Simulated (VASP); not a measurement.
Input of a VASP 6.6.1 run:

The input INCAR:

```
PREC     = Accurate       # precision mode
ENCUT    = 520            # plane-wave cutoff, eV
EDIFF    = 1E-6           # SCF threshold, eV
ISMEAR   = 0              # smearing method
SIGMA    = 0.02           # smearing width, eV
LREAL    = Auto         
LASPH    = True           # aspherical terms in the spheres
NELM     = 100            # most SCF steps
ALGO     = Normal         # electronic algorithm
ISIF     = 2              # what is computed and relaxed
LWAVE    = False          # write WAVECAR
LCHARG   = True           # write CHGCAR
GGA      = PE             # functional
LELF     = True           # ELF
LVHAR    = True         
NBANDS   = 276            # bands
```

Contents of KPOINTS:

```
regular mesh
0
Gamma
  1 1 1
```

File POSCAR:

```
In26GaP27
1.0
    0.0000000000      8.9396820441      8.9396820441
    8.9396820441      0.0000000000      8.9396820441
    8.9396820441      8.9396820441      0.0000000000
Ga In P
1 26 27
Direct
    0.3333333333      0.0000000000      0.0000000000
    0.3332976393     -0.0000356940      0.3309094044
    0.3332976393     -0.0000356940      0.6691619836
    0.3332976393      0.3309094044     -0.0000356940
    0.3339076117      0.3331419072      0.3331419072
    0.3332976393      0.3309094044      0.6691619836
    0.3332976393      0.6691619836     -0.0000356940
    0.3332976393      0.6691619836      0.3309094044
    0.3332676254      0.6666885693      0.6666885693
    0.6642427378     -0.0000356940     -0.0000356940
    0.6664752405      0.0005742784      0.3331419072
    0.6642427378     -0.0000356940      0.6691619836
    0.6664752405      0.3331419072      0.0005742784
    0.6664752405      0.3331419072      0.3331419072
    0.6668399181      0.3335065848      0.6664934152
    0.6642427378      0.6691619836     -0.0000356940
    0.6668399181      0.6664934152      0.3335065848
    0.6668399181      0.6664934152      0.6664934152
    0.0024953169     -0.0000356940     -0.0000356940
    0.0024953169     -0.0000356940      0.3309094044
    0.0000219026     -0.0000657079      0.6666885693
    0.0024953169      0.3309094044     -0.0000356940
   -0.0001732514      0.3335065848      0.3335065848
   -0.0001732514      0.3335065848      0.6664934152
    0.0000219026      0.6666885693     -0.0000657079
   -0.0001732514      0.6664934152      0.3335065848
    0.0000219026      0.6666885693      0.6666885693
    0.0969787595      0.0787848579      0.0787848579
    0.0832644991      0.0834714727      0.4166661958
    0.0832644991      0.0834714727      0.7499311658
    0.0832644991      0.4166661958      0.0834714727
    0.0835972870      0.4165786821      0.4165786821
    0.0832644991      0.4166661958      0.7499311658
    0.0832644991      0.7499311658      0.0834714727
    0.0832644991      0.7499311658      0.4166661958
    0.0833333333      0.7500000000      0.7500000000
    0.4121181913      0.0787848579      0.0787848579
    0.4162618186      0.0829284853      0.4170715147
    0.4121181913      0.0787848579      0.7636454262
    0.4162618186      0.4170715147      0.0829284853
    0.4162618186      0.4170715147      0.4170715147
    0.4168048060      0.4166661958      0.7499311658
    0.4121181913      0.7636454262      0.0787848579
    0.4168048060      0.7499311658      0.4166661958
    0.4168048060      0.7499311658      0.7499311658
    0.7504048481      0.0829284853      0.0829284853
    0.7504048481      0.0829284853      0.4170715147
    0.7499995291      0.0834714727      0.7499311658
    0.7504048481      0.4170715147      0.0829284853
    0.7499120155      0.4165786821      0.4165786821
    0.7499120155      0.4165786821      0.7502639536
    0.7499995291      0.7499311658      0.0834714727
    0.7499120155      0.7502639536      0.4165786821
    0.7499995291      0.7499311658      0.7499311658
```

Potentials or basis: VASP PAW PBE potentials, release 64 (Ga_d, In_d, P).

Command:

```sh
$ cat potpaw_PBE.64/Ga_d/POTCAR potpaw_PBE.64/In_d/POTCAR potpaw_PBE.64/P/POTCAR > POTCAR
$ mpirun -np 1 vasp_gam > vasp.out
```

**Question.** Predict the largest force.

**Answer.** 0.024 eV/Å.

**Question.** Predict the pressure.

**Answer.** 0.1 GPa.

**Question.** What does it give for the band gap on the k mesh?

**Answer.** 0.37 eV.

Forces in eV/Å, atoms in the order of the input:
```
Ga   0.000  0.000  0.000
In   0.001  0.001  0.001
In  -0.001 -0.001  0.001
In   0.001  0.001  0.001
In   0.004 -0.004 -0.004
In  -0.001 -0.001  0.001
In  -0.001  0.001 -0.001
In  -0.001  0.001 -0.001
In   0.014 -0.014 -0.014
In   0.001  0.001  0.001
In  -0.004  0.004 -0.004
In  -0.001 -0.001  0.001
In  -0.004 -0.004  0.004
In   0.004  0.004  0.004
In   0.000  0.000  0.014
In  -0.001  0.001 -0.001
In   0.000  0.014  0.000
In  -0.014  0.000  0.000
In   0.001 -0.001 -0.001
In   0.001 -0.001 -0.001
In  -0.014  0.014 -0.014
In   0.001 -0.001 -0.001
In   0.014  0.000  0.000
In   0.000 -0.014  0.000
In  -0.014 -0.014  0.014
In   0.000  0.000 -0.014
In   0.014  0.014  0.014
P   -0.004  0.004  0.004
P    0.001 -0.003  0.003
P    0.003 -0.001  0.003
P    0.001  0.003 -0.003
P   -0.001  0.001  0.001
P   -0.003 -0.001 -0.003
P    0.003  0.003 -0.001
P   -0.003 -0.003 -0.001
P    0.000  0.000  0.000
P   -0.004 -0.004 -0.004
P    0.000  0.000 -0.004
P    0.004  0.004 -0.004
P    0.000 -0.004  0.000
P    0.004  0.000  0.000
P   -0.003  0.003  0.001
P    0.004 -0.004  0.004
P   -0.003  0.001  0.003
P   -0.001  0.003  0.003
P   -0.004  0.000  0.000
P    0.000  0.004  0.000
P    0.003 -0.003  0.001
P    0.000  0.000  0.004
P   -0.001 -0.001 -0.001
P    0.001  0.001 -0.001
P    0.003  0.001 -0.003
P    0.001 -0.001  0.001
P   -0.001 -0.003 -0.003
```

Caveat: the k points lie up to 0.61 Å⁻¹ apart; spin-orbit coupling is left out, which moves the levels of the heavy elements.
